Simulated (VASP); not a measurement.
Write the native input for VASP 6.6.1 that does the following.

```
Task                   : single point
Functional             : PBEsol
Potentials or basis    : VASP PAW PBE potentials, release 64 (Si, Ni)
Cutoff                 : 520 eV
k mesh                 : 8 × 8 × 8
Occupations            : gaussian, width 0.1 eV
Spin                   : no spin polarisation
Dipole correction      : no
Further INCAR settings : LREAL = Auto; ALGO = Normal; EDIFF = 1e-06; NBANDS = 70
```

The structure of SiNi lies in POSCAR:

```
SiNi
1.0
   -4.4679769961      4.4679769961      0.0000000000
    0.0000000000      4.4679769961     -4.4679769961
   -4.4679769961      0.0000000000     -4.4679769961
Si Ni
8 8
Direct
    0.9232322644      0.9232322644      0.2303032069
    0.4232322644      0.4232322644      0.7303032069
    0.4232322644      0.7303032069      0.9232322644
    0.9232322644      0.2303032069      0.4232322644
    0.7303032069      0.9232322644      0.9232322644
    0.2303032069      0.4232322644      0.4232322644
    0.9232322644      0.4232322644      0.9232322644
    0.4232322644      0.9232322644      0.4232322644
    0.5744952443      0.5744952443      0.2765142670
    0.0744952443      0.0744952443      0.7765142670
    0.0744952443      0.7765142670      0.5744952443
    0.5744952443      0.2765142670      0.0744952443
    0.7765142670      0.5744952443      0.5744952443
    0.2765142670      0.0744952443      0.0744952443
    0.5744952443      0.0744952443      0.5744952443
    0.0744952443      0.5744952443      0.0744952443
```

These files were run (other wordings do the same):

INCAR

```
SYSTEM = SiNi
PREC     = Accurate       ! precision mode
ENCUT    = 520            ! plane-wave cutoff, eV
EDIFF    = 1E-6           ! SCF threshold, eV
ISMEAR   = 0              ! smearing method
SIGMA    = 0.1            ! smearing width, eV
LREAL    = Auto         
LASPH    = .TRUE.         ! aspherical terms in the spheres
NELM     = 80             ! most SCF steps
ALGO     = Normal         ! electronic algorithm
ISIF     = 2              ! what is computed and relaxed
LWAVE    = .FALSE.        ! write WAVECAR
LCHARG   = .TRUE.         ! write CHGCAR
GGA      = PS             ! functional
LELF     = .TRUE.         ! ELF
LVHAR    = .TRUE.       
NBANDS   = 70             ! bands
```

KPOINTS

```
Automatic mesh
0
G
  8 8 8
  0 0 0
```

Potentials or basis: VASP PAW PBE potentials, release 64 (Si, Ni).

Launch:

```console
$ cat potpaw_PBE.64/Si/POTCAR potpaw_PBE.64/Ni/POTCAR > POTCAR
$ mpirun -np 1 vasp_std > vasp.out
```

Results of the run:

```json
{"Pressure": "0.2 GPa", "Largest force": "0.003 eV/Å", "Band gap on the k mesh": "zero (bands 56 and 57 overlap by 1.23 eV)"}
```

Caveat: the PAW data sets were made with another functional, which shifts forces and pressure a little.

Wall time 16 min on 1 thread of Intel(R) Xeon(R) Platinum 8488C (Sapphire Rapids), with other jobs on the host, peak memory 0.48 GiB.
